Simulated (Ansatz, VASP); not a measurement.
BaHfO3 in VASP and in Ansatz

```
CELL_PARAMETERS angstrom
4.20473 0.00000 0.00000
0.00000 4.20473 0.00000
0.00000 0.00000 4.20480
ATOMIC_POSITIONS crystal
Ba 0.50000 0.50000 0.99793
Hf 0.00000 0.00000 0.49799
O 0.00000 0.50000 0.49804
O 0.50000 0.00000 0.49804
O 0.00000 0.00000 0.99803
```

Alike in both runs: functional PBE; k mesh 4 × 4 × 4; occupations gaussian, width 0.1 eV; no spin polarisation.

Ansatz relaxed the structure, and its values are those at the end. VASP's run is a single point on that final structure, the one shown.

```csv
,VASP,Ansatz
version,VASP 6.6.1,Ansatz 0.2.0
potentials or method,"VASP PAW PBE potentials, release 64 (Ba_sv, Hf_pv, O), cutoff 520 eV","scalar-relativistic, plane waves, PAW"
valence electrons in the cell,38,54
```

VASP gave:

```
gap on the k mesh at the Fermi level (eV) : 3.53
least direct gap on the mesh (eV)         : 3.77
pressure (GPa)                            : -0.4
```

Task: Which values does Ansatz return?

Result: gap on the k mesh at the Fermi level (eV): 3.62; least direct gap on the mesh (eV): 3.75; pressure (GPa): 0.2.

VASP's potentials hold 38 valence electrons a cell and Ansatz's 54, so a difference there can come from the potentials and not from the codes.

Spin-orbit coupling is off throughout.
